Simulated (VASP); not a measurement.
Here is a VASP 6.6.1 calculation.

The input INCAR:

```
SYSTEM = LaH
ALGO = Normal
EDIFF = 1E-6
ENCUT = 500
GGA = PE
GGA_COMPAT = .FALSE.
ISIF = 2
ISMEAR = 0
LASPH = .TRUE.
LCHARG = .FALSE.
LMAXMIX = 6
LREAL = .FALSE.
LWAVE = .FALSE.
NBANDS = 13
NELM = 200
PREC = Accurate
SIGMA = 0.2
```

KPOINTS

```
k-points
0
G
  6 6 6
  0 0 0
```

Contents of POSCAR:

```
LaH
1.0
    3.4171729344      0.0000000000      0.0000000000
    0.0000000000      3.4171729344      0.0000000000
    0.0000000000      0.0000000000      3.5883564288
La H
1 1
Direct
    0.5000000000      0.5000000000      0.0000000000
    0.0000000000      0.0000000000      0.0000000000
```

Potentials or basis: VASP PAW PBE potentials, release 64 (La, H).

The run is started by

```console
$ cat potpaw_PBE.64/La/POTCAR potpaw_PBE.64/H/POTCAR > POTCAR
$ mpirun -np 1 vasp_std > vasp.out
```

Problem. What does it give for the band gap on the k mesh?

Solution. Zero (band 6 reaches 7.86 eV, above the bottom of band 7 at 5.93 eV).

Problem. Predict the pressure.

Solution. 0.1 GPa.

Caveat: spin-orbit coupling is left out, which moves the levels of the heavy elements.
